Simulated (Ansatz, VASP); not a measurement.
## One calculation of SiSnGe2, two programs

```xyz
4
Lattice="4.1051 0.0000 0.0000 0.0000 4.1051 0.0000 0.0000 0.0000 5.8538" Properties=species:S:1:pos:R:3 pbc="T T T"
Si    0.0000    0.0000    0.0000
Sn    2.0526    2.0526    2.9269
Ge    2.0526    0.0000    4.5349
Ge    0.0000    2.0526    1.3189
```

Alike in both runs: functional PBEsol; k mesh 10 × 10 × 8; occupations fermi-dirac, width 0.15 eV; no spin polarisation.

Ansatz relaxed the structure, and its values are those at the end. VASP's run is a single point on that final structure, the one shown.

```csv
,VASP,Ansatz
version,VASP 6.6.1,Ansatz 0.2.0
potentials or method,"VASP PAW PBE potentials, release 64 (Si, Sn_d, Ge_d), cutoff 520 eV","scalar-relativistic, plane waves, PAW"
valence electrons in the cell,46,46
```

```csv
,VASP,Ansatz,Ansatz less VASP
gap on the k mesh at the Fermi level (eV),none,none,-
pressure (GPa),-0.1,0.0,+0.06
```

VASP's potentials were made for PBE, not for PBEsol. A gap of «none» marks a metal or a gap that the smearing closes.
